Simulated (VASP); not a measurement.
# ZnS (P6_3mc) in VASP: a series of runs, part 2 of 2

VASP 6.6.1.

## (3) Single point, RPBE

This run uses another cell than the first one, of 19.41 Å³/atom.

Contents of INCAR:

```
SYSTEM = ZnS
PREC = Accurate
ENCUT = 520
EDIFF = 1E-6
ISMEAR = -1
SIGMA = 0.05
LREAL = .FALSE.
LASPH = .TRUE.
NELM = 60
ALGO = Normal
ISIF = 2
LWAVE = .FALSE.
LCHARG = .FALSE.
GGA = RP
NBANDS = 46
```

Contents of KPOINTS:

```
Automatic mesh
0
G
  8 8 3
  0 0 0
```

Contents of POSCAR:

```
ZnS
1.0
    3.7970435223      0.0000000000      0.0000000000
   -1.8985217611      3.2883361495      0.0000000000
    0.0000000000      0.0000000000     12.4359706225
Zn S
4 4
Direct
    0.6666666667      0.3333333333      0.7500000000
    0.3333333333      0.6666666667      0.2500000000
    0.0000000000      0.0000000000      0.5000000000
    0.0000000000      0.0000000000      0.0000000000
    0.6666666667      0.3333333333      0.9375000000
    0.3333333333      0.6666666667      0.4375000000
    0.0000000000      0.0000000000      0.6875000000
    0.0000000000      0.0000000000      0.1875000000
```

Potentials or basis: VASP PAW PBE potentials, release 64 (Zn, S).

On the command line:

```console
> cat potpaw_PBE.64/Zn/POTCAR potpaw_PBE.64/S/POTCAR > POTCAR
> mpirun -np 1 vasp_std > vasp.out
```

OUTCAR:

```text
SYSTEM = ZnS
   PREC = Accurate
   ENCUT = 520
   EDIFF = 1E-6
   ISMEAR = -1
   LREAL = .FALSE.
   LASPH = .TRUE.
   NELM = 60
   ISIF = 2
   GGA = RP

 ion  position               nearest neighbor table
   1  0.667  0.333  0.750-   7 2.33   7 2.33   7 2.33   5 2.33
   2  0.333  0.667  0.250-   8 2.33   8 2.33   8 2.33   6 2.33
   3  0.000  0.000  0.500-   6 2.33   6 2.33   6 2.33   7 2.33
   4  0.000  0.000  0.000-   5 2.33   5 2.33   5 2.33   8 2.33
   5  0.667  0.333  0.938-   4 2.33   4 2.33   4 2.33   1 2.33
   6  0.333  0.667  0.438-   3 2.33   3 2.33   3 2.33   2 2.33
   7  0.000  0.000  0.688-   1 2.33   1 2.33   1 2.33   3 2.33
   8  0.000  0.000  0.188-   2 2.33   2 2.33   2 2.33   4 2.33

  LATTYP: Found a hexagonal cell.
 ALAT       =     3.7970435223
 C/A-ratio  =     3.2751719988

  Lattice vectors:

 A1 = (   3.7970435223,   0.0000000000,   0.0000000000)
 A2 = (  -1.8985217611,   3.2883361495,   0.0000000000)
 A3 = (   0.0000000000,   0.0000000000,  12.4359706225)

Analysis of symmetry for initial positions (statically):
=====================================================================
 Subroutine PRICEL returns:
 Original cell was already a primitive cell.

 Routine SETGRP: Setting up the symmetry group for a
 hexagonal supercell.

 Subroutine GETGRP returns: Found 12 space group operations
 (whereof  6 operations were pure point group operations)
 out of a pool of 24 trial point group operations.

The static configuration has the point symmetry C_3v.
 The point group associated with its full space group is C_6v.

Analysis of symmetry for dynamics (positions and initial velocities):
=====================================================================
 Subroutine PRICEL returns:
 Original cell was already a primitive cell.

 Routine SETGRP: Setting up the symmetry group for a
 hexagonal supercell.

[... 134 lines left out ...]
  Fermi-wavevector in a.u.,A,eV,Ry     =   1.267122  2.394514 21.845497  1.605599
  Thomas-Fermi vector in A             =   2.400287
   LORBIT       =      0    0 simple, 1 ext, 2 COOP (PROOUT), +10 PAW based schemes
   GGA     = RP    functional components
   LHFCALC =     F    Hartree Fock is set to
   AEXX    =    0.0000 exact exchange contribution
   IVDW    =     0    specifies the selected vdW correction
   LEPSILON=     F    determine dielectric tensor
   LRPA    =     F    only Hartree local field effects (RPA)
 non-spin polarized calculation
  energy-cutoff  :      520.00
  volume of cell :      155.27
 maximum number of plane-waves:      4204
   NGX = 15   NGY = 15   NGZ = 47

 number of electron      71.9999974 magnetization

 Free energy of the ion-electron system (eV)
  ---------------------------------------------------
  ext. energy  EPLUGINS =         0.00000000
  ---------------------------------------------------
  free energy    TOTEN  =       -24.60409286 eV

  energy without entropy =      -24.60409286  energy(sigma->0) =      -24.60409286

 E-fermi :   3.4339     XC(G=0):  -9.4869

 val. band max:        2.3805116102   @ k =   0.0000   0.0000   0.0000
 cond. band min:       4.7699496061   @ k =   0.0000   0.0000   0.0000
 fundamental gap:      2.3894379959
 Fermi energy:         3.4338995729

 k-point     1 :       0.0000    0.0000    0.0000
  band No.  band energies     occupation
      1     -10.8716      2.00000
      2     -10.4469      2.00000
      3     -10.4348      2.00000
      4      -9.9257      2.00000
      5      -3.9789      2.00000
      6      -3.9753      2.00000
[... 969 lines left out ...]
     45       9.8298      0.00000
     46      10.0827      0.00000

------------------------ aborting loop because EDIFF is reached ----------------------------------------

  FORCE on cell =-STRESS in cart. coord.  units (eV):
  Direction    XX          YY          ZZ          XY          YZ          ZX
  --------------------------------------------------------------------------------------
  -------------------------------------------------------------------------------------
  Total        5.5790886      5.5790886      5.4244830      0.0000000      0.0000000      0.0000000
  in kB       57.5668379     57.5668379     55.9715669      0.0000000      0.0000000      0.0000000
  external PRESSURE =      57.0350809 kB  Pullay stress =       0.0000000 kB

 VOLUME and BASIS-vectors are now :
 -----------------------------------------------------------------------------
  energy-cutoff  :      520.00
  volume of cell :      155.27
      direct lattice vectors                 reciprocal lattice vectors
     3.797043522  0.000000000  0.000000000     0.263362796  0.152052581  0.000000000
    -1.898521761  3.288336150  0.000000000     0.000000000  0.304105163  0.000000000
     0.000000000  0.000000000 12.435970622     0.000000000  0.000000000  0.080411898

 POSITION                                       TOTAL-FORCE (eV/Angst)
 -----------------------------------------------------------------------------------
      1.89852      1.09611      9.32698         0.000000      0.000000      0.012276
     -0.00000      2.19222      3.10899         0.000000      0.000000      0.012276
      0.00000      0.00000      6.21799        -0.000000     -0.000000      0.027362
      0.00000      0.00000      0.00000         0.000000      0.000000      0.027362
      1.89852      1.09611     11.65872        -0.000000     -0.000000      0.009019
     -0.00000      2.19222      5.44074         0.000000     -0.000000      0.009019
      0.00000      0.00000      8.54973         0.000000     -0.000000     -0.048658
      0.00000      0.00000      2.33174        -0.000000      0.000000     -0.048658
 -----------------------------------------------------------------------------------
    total drift:                               -0.000002     -0.000003      0.000151

  FREE ENERGIE OF THE ION-ELECTRON SYSTEM (eV)
  ---------------------------------------------------
  free  energy   TOTEN  =       -24.6040928622 eV

  energy  without entropy=      -24.6040928621  energy(sigma->0) =      -24.60409286
```

Wall time 2.1 min (1 thread of Intel Xeon Platinum 8488C (Sapphire Rapids), shared host); peak memory 0.32 GiB.

Results:

* Free energy: -24.6041 eV
* Pressure: 5.7 GPa
* Largest force: 0.049 eV/Å
* Band gap on the k mesh: 2.39 eV

Forces on the atoms (eV/Å):
```
Zn   0.000  0.000  0.012
Zn   0.000  0.000  0.012
Zn   0.000  0.000  0.027
Zn   0.000  0.000  0.027
S    0.000  0.000  0.009
S    0.000  0.000  0.009
S    0.000  0.000 -0.049
S    0.000  0.000 -0.049
```

Levels at points of the mesh, in eV from the valence-band top:
| k point | band 34 | band 35 | band 36 | band 37 | band 38 | band 39 |
| --- | --- | --- | --- | --- | --- | --- |
| (0.00, 0.00, 0.00) | -0.04 | 0.00 | 0.00 | 2.39 | 3.35 | 3.56 |
| (0.50, 0.00, 0.00) | -1.60 | -1.13 | -0.90 | 3.45 | 3.49 | 3.88 |

Caveat: the cell stands under pressure; the PAW data sets were made with another functional, which shifts forces and pressure a little; an odd mesh through Γ misses points on the zone boundary, where band edges can lie.

## (4) Single point, RPBE

This run uses another cell than the first one, of 19.81 Å³/atom.

Contents of INCAR:

```
SYSTEM = ZnS
ALGO     = Normal         ! electronic algorithm
EDIFF    = 1E-7           ! SCF threshold, eV
ENCUT    = 520            ! plane-wave cutoff, eV
GGA      = RP             ! functional
ISIF     = 2              ! what is computed and relaxed
ISMEAR   = -1             ! smearing method
LASPH    = .True.         ! aspherical terms in the spheres
LCHARG   = .True.         ! write CHGCAR
LELF     = .True.         ! ELF
LREAL    = .False.        ! projectors in reciprocal space
LVHAR    = .True.       
LWAVE    = .False.        ! write WAVECAR
NBANDS   = 46             ! bands
NELM     = 100            ! most SCF steps
PREC     = Accurate       ! precision mode
SIGMA    = 0.05           ! smearing width, eV
```

Contents of KPOINTS:

```
k-points
0
Gamma
  8 8 3
  0 0 0
```

Edit POSCAR of step 3 so:

```diff
@@ -2,5 +2,5 @@
 1.0
-    3.7970435223      0.0000000000      0.0000000000
-   -1.8985217611      3.2883361495      0.0000000000
-    0.0000000000      0.0000000000     12.4359706225
+    3.8227000000      0.0000000000      0.0000000000
+   -1.9113500000      3.3105553110      0.0000000000
+    0.0000000000      0.0000000000     12.5200000000
 Zn S
```

On the command line:

```console
> cat potpaw_PBE.64/Zn/POTCAR potpaw_PBE.64/S/POTCAR > POTCAR
> mpirun -np 1 vasp_std > vasp.out
```

Run time: 2.6 min. Hardware: 1 thread of Intel Xeon Platinum 8488C (Sapphire Rapids), shared host; peak memory 0.31 GiB.

Results (log left out):

| Property | Result |
| --- | --- |
| Free energy | -24.7007 eV |
| Pressure | 4.0 GPa |
| Largest force | 0.044 eV/Å |
| Band gap on the k mesh | 2.30 eV |

Forces in eV/Å, atoms in the order of the input:
```
Zn   0.000  0.000  0.010
Zn   0.000  0.000  0.010
Zn   0.000  0.000  0.022
Zn   0.000  0.000  0.022
S    0.000  0.000  0.011
S    0.000  0.000  0.011
S    0.000  0.000 -0.044
S    0.000  0.000 -0.044
```

Stress tensor (GPa, compression positive):
```
4.09 0.00 0.00
0.00 4.09 0.00
0.00 0.00 3.94
```

Levels at points of the mesh, in eV from the valence-band top:
```tsv
k point	band 33	band 34	band 35	band 36	band 37	band 38	band 39	band 40
(0.00, 0.00, 0.00)	-0.45	-0.04	0.00	0.00	2.30	3.31	3.51	3.75
(0.50, 0.00, 0.00)	-1.57	-1.55	-1.09	-0.87	3.44	3.51	3.89	4.47
```

Caveat: the cell stands under pressure; the PAW data sets were made with another functional, which shifts forces and pressure a little; an odd mesh through Γ misses points on the zone boundary, where band edges can lie.

## (5) Single point, PBE exchange alone

This run uses another cell than the first one, of 19.81 Å³/atom.

Contents of INCAR:

```
  PREC = Accurate
  ENCUT = 520
  EDIFF = 1E-6
  ISMEAR = -1
  SIGMA = 0.05
  LREAL = False
  LASPH = True
  NELM = 60
  ALGO = Normal
  ISIF = 2
  LWAVE = False
  LCHARG = True
  GGA = PE
  ALDAC = 0.0
  AGGAC = 0.0
  LELF = True
  LVHAR = True
  NBANDS = 46
```

Contents of KPOINTS:

```
regular mesh
0
Gamma
  8 8 3
```

POSCAR is that of step 4.

Potentials or basis: VASP PAW PBE potentials, release 64 (Zn, S).

On the command line:

```console
> cat potpaw_PBE.64/Zn/POTCAR potpaw_PBE.64/S/POTCAR > POTCAR
> mpirun -np 1 vasp_std > vasp.out
```

OUTCAR:

```text
PREC = Accurate
   ENCUT = 520
   EDIFF = 1E-6
   ISMEAR = -1
   LREAL = False
   LASPH = True
   NELM = 60
   ISIF = 2
   GGA = PE

 ion  position               nearest neighbor table
   1  0.667  0.333  0.750-   7 2.34   7 2.34   7 2.34   5 2.35
   2  0.333  0.667  0.250-   8 2.34   8 2.34   8 2.34   6 2.35
   3  0.000  0.000  0.500-   6 2.34   6 2.34   6 2.34   7 2.35
   4  0.000  0.000  0.000-   5 2.34   5 2.34   5 2.34   8 2.35
   5  0.667  0.333  0.938-   4 2.34   4 2.34   4 2.34   1 2.35
   6  0.333  0.667  0.438-   3 2.34   3 2.34   3 2.34   2 2.35
   7  0.000  0.000  0.688-   1 2.34   1 2.34   1 2.34   3 2.35
[... 1187 lines left out ...]
  Total       11.6973791     11.6973791     11.6771893      0.0000000     -0.0000000      0.0000000
  in kB      118.2833877    118.2833877    118.0792296      0.0000000     -0.0000000      0.0000000
  external PRESSURE =     118.2153350 kB  Pullay stress =       0.0000000 kB

 VOLUME and BASIS-vectors are now :
 -----------------------------------------------------------------------------
  energy-cutoff  :      520.00
  volume of cell :      158.44
      direct lattice vectors                 reciprocal lattice vectors
     3.822700000  0.000000000  0.000000000     0.261595208  0.151032064  0.000000000
    -1.911350000  3.310555311  0.000000000     0.000000000  0.302064127  0.000000000
     0.000000000  0.000000000 12.520000000     0.000000000  0.000000000  0.079872204

 POSITION                                       TOTAL-FORCE (eV/Angst)
 -----------------------------------------------------------------------------------
      1.91135      1.10352      9.39000         0.000000     -0.000000      0.010998
     -0.00000      2.20704      3.13000        -0.000000      0.000000      0.010998
      0.00000      0.00000      6.26000        -0.000000     -0.000000      0.043488
      0.00000      0.00000      0.00000        -0.000000      0.000000      0.043488
      1.91135      1.10352     11.73750        -0.000000     -0.000000      0.007467
     -0.00000      2.20704      5.47750        -0.000000      0.000000      0.007467
      0.00000      0.00000      8.60750        -0.000000     -0.000000     -0.061953
      0.00000      0.00000      2.34750         0.000000     -0.000000     -0.061953
 -----------------------------------------------------------------------------------
    total drift:                               -0.000001     -0.000002      0.000079

  FREE ENERGIE OF THE ION-ELECTRON SYSTEM (eV)
  ---------------------------------------------------
  free  energy   TOTEN  =       -17.8671740453 eV

  energy  without entropy=      -17.8671740452  energy(sigma->0) =      -17.86717405
```

OSZICAR:

```text
N       E                     dE             d eps       ncg     rms          rms(c)
DAV:   1     0.608583492201E+03    0.60858E+03   -0.33383E+04  1840   0.189E+03
DAV:   2     0.633792112463E+02   -0.54520E+03   -0.52480E+03  1840   0.436E+02
DAV:   3    -0.160000681273E+02   -0.79379E+02   -0.78174E+02  2052   0.154E+02
DAV:   4    -0.199209901813E+02   -0.39209E+01   -0.39053E+01  2226   0.346E+01
DAV:   5    -0.199828048634E+02   -0.61815E-01   -0.61790E-01  2192   0.441E+00    0.136E+01
DAV:   6    -0.177387084447E+02    0.22441E+01   -0.54063E+00  2742   0.521E+01    0.111E+01
DAV:   7    -0.179088932882E+02   -0.17018E+00   -0.53453E+00  2074   0.931E+00    0.628E+00
DAV:   8    -0.178665657120E+02    0.42328E-01   -0.23164E-01  2324   0.503E+00    0.166E+00
DAV:   9    -0.178666443793E+02   -0.78667E-04   -0.64972E-02  2384   0.320E+00    0.302E-01
DAV:  10    -0.178667710072E+02   -0.12663E-03   -0.37747E-03  2158   0.543E-01    0.215E-01
DAV:  11    -0.178670073202E+02   -0.23631E-03   -0.58402E-04  2104   0.126E-01    0.142E-01
DAV:  12    -0.178671754520E+02   -0.16813E-03   -0.19446E-04  1990   0.112E-01    0.567E-02
DAV:  13    -0.178671733004E+02    0.21516E-05   -0.49767E-05  2708   0.561E-02    0.246E-02
DAV:  14    -0.178671750825E+02   -0.17821E-05   -0.83129E-06  2126   0.356E-02    0.252E-02
DAV:  15    -0.178671739640E+02    0.11185E-05   -0.41953E-06  1976   0.174E-02    0.119E-02
DAV:  16    -0.178671740453E+02   -0.81236E-07   -0.54927E-07  1172   0.726E-03
   1 F= -.17867174E+02 E0= -.17867174E+02  d E =-.360557E-10
```

stdout:

```text
POSCAR found type information on POSCAR ZnS
 POSCAR found :  2 types and       8 ions
 scaLAPACK will be used
 LDA part: xc-table for (Slater+PW92), standard interpolation
 POSCAR, INCAR and KPOINTS ok, starting setup
 FFT: planning ... GRIDC
 FFT: planning ... GRID_SOFT
 FFT: planning ... GRID
 WAVECAR not read
 entering main loop
```

It took 2.8 min on 1 thread of Intel Xeon Platinum 8488C (Sapphire Rapids), shared host; peak memory 0.31 GiB.

What came out:

* Free energy: -17.8672 eV
* Pressure: 11.8 GPa
* Largest force: 0.062 eV/Å
* Band gap on the k mesh: 2.17 eV

Forces on the atoms (eV/Å):
```
Zn   0.000  0.000  0.011
Zn   0.000  0.000  0.011
Zn   0.000  0.000  0.043
Zn   0.000  0.000  0.043
S    0.000  0.000  0.007
S    0.000  0.000  0.007
S    0.000  0.000 -0.062
S    0.000  0.000 -0.062
```

Caveat: the cell stands under pressure; an odd mesh through Γ misses points on the zone boundary, where band edges can lie.

## (6) Overview

| level | cell | gap on the mesh (eV) | pressure (GPa) | largest force (eV/Å) |
| --- | --- | --- | --- | --- |
| RPBE | a = 3.771, b = 3.771, c = 12.351 Å, angles 90.0, 90.0, 120.0°, 8 atoms | 2.48 | 7.5 | 0.05 |
| RPBE | a = 3.797, b = 3.797, c = 12.436 Å, angles 90.0, 90.0, 120.0°, 8 atoms | 2.39 | 5.7 | 0.05 |
| RPBE | a = 3.823, b = 3.823, c = 12.520 Å, angles 90.0, 90.0, 120.0°, 8 atoms | 2.30 | 4.0 | 0.04 |
| PBE exchange alone | a = 3.823, b = 3.823, c = 12.520 Å, angles 90.0, 90.0, 120.0°, 8 atoms | 2.17 | 11.8 | 0.06 |

Alike in all rows: task single point; potentials or basis VASP PAW PBE potentials, release 64 (Zn, S); no spin polarisation; k mesh 8 × 8 × 3; cutoff (eV) 520; smearing fermi-dirac 0.05 eV.

Caveats: the cell stands under pressure; an odd mesh through Γ misses points on the zone boundary, where band edges can lie; the PAW data sets were made with another functional, which shifts forces and pressure a little (at least some runs).

Absolute energies hang on the potentials; compare differences alone.
